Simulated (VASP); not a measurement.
A run of VASP 6.6.1 is set up as follows.

Contents of INCAR:

```
PREC     = Accurate       # precision mode
ENCUT    = 520            # plane-wave cutoff, eV
EDIFF    = 1E-6           # SCF threshold, eV
ISMEAR   = 0              # smearing method
SIGMA    = 0.15           # smearing width, eV
LREAL    = False          # projectors in reciprocal space
LASPH    = True           # aspherical terms in the spheres
NELM     = 100            # most SCF steps
ALGO     = Normal         # electronic algorithm
ISIF     = 2              # what is computed and relaxed
LWAVE    = False          # write WAVECAR
LCHARG   = False          # write CHGCAR
GGA      = PS             # functional
NBANDS   = 38             # bands
```

KPOINTS

```
Automatic mesh
0
Gamma
  12 12 6
```

Contents of POSCAR:

```
TaSi2
1.0
    4.6181605344      0.0000000000      0.0000000000
   -2.3090802672      4.1231384964      0.0000000000
    0.0000000000      0.0000000000      6.5561430355
Ta Si
3 6
Direct
    0.5000000000      0.0000000000      0.0000000000
    0.5000000000      0.5000000000      0.6666666667
    0.0000000000      0.5000000000      0.3333333333
    0.1592827538      0.3185655076      0.0000000000
    0.8407172462      0.1592827538      0.6666666667
    0.6814344924      0.8407172462      0.3333333333
    0.8407172462      0.6814344924      0.0000000000
    0.1592827538      0.8407172462      0.6666666667
    0.3185655076      0.1592827538      0.3333333333
```

Potentials or basis: VASP PAW PBE potentials, release 64 (Ta_pv, Si).

Command:

```bash
$ cat potpaw_PBE.64/Ta_pv/POTCAR potpaw_PBE.64/Si/POTCAR > POTCAR
$ mpirun -np 1 vasp_std > vasp.out
```

(1) Predict the largest force.

(2) Predict the pressure.

(3) What does it give for the band gap on the k mesh?

Answers

(1) 0.135 eV/Å.

(2) 6.6 GPa.

(3) zero (an odd number of electrons rules out a gap without spin polarisation).

Caveat: the cell differs from its parent crystal (strain -0.0300 x Voigt [1, 0, 0, 0, 0, 0]); the cell stands under pressure; the PAW data sets were made with another functional, which shifts forces and pressure a little; spin-orbit coupling is left out, which moves the levels of the heavy elements.
